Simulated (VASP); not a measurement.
Os:

```xyz
2
Lattice="2.7701 0.0000 0.0000 -1.3850 2.3990 0.0000 0.0000 0.0000 4.3765" Properties=species:S:1:pos:R:3 pbc="T T T"
Os    1.3850    0.7997    3.2824
Os    0.0000    1.5993    1.0941
```

Base run:

```yaml
Program: VASP 6.6.1
Functional: r2SCAN
Potentials_or_basis: VASP PAW PBE potentials, release 64 (Os)
Cutoff: 520 eV
k_mesh: 11 × 11 × 6
Occupations: fermi-dirac, width 0.05 eV
Spin: no spin polarisation
```

Its results: band gap on the k mesh zero (bands 8 and 9 overlap by 3.81 eV); pressure -13.8 GPa.

Problem. The run is repeated on the same cell with these changes: functional from r2SCAN to BHLYP; k mesh from 11 × 11 × 6 to 6 × 6 × 3. What comes out?

Solution. Band gap on the k mesh zero (bands 8 and 9 overlap by 6.57 eV); pressure -14.4 GPa.

Several settings changed at once.

Caveats: some runs use coarse meshes; the PAW data sets were made with another functional, which shifts forces and pressure a little; spin-orbit coupling is left out, which moves the levels of the heavy elements; the cell stands under tension (at least some runs).
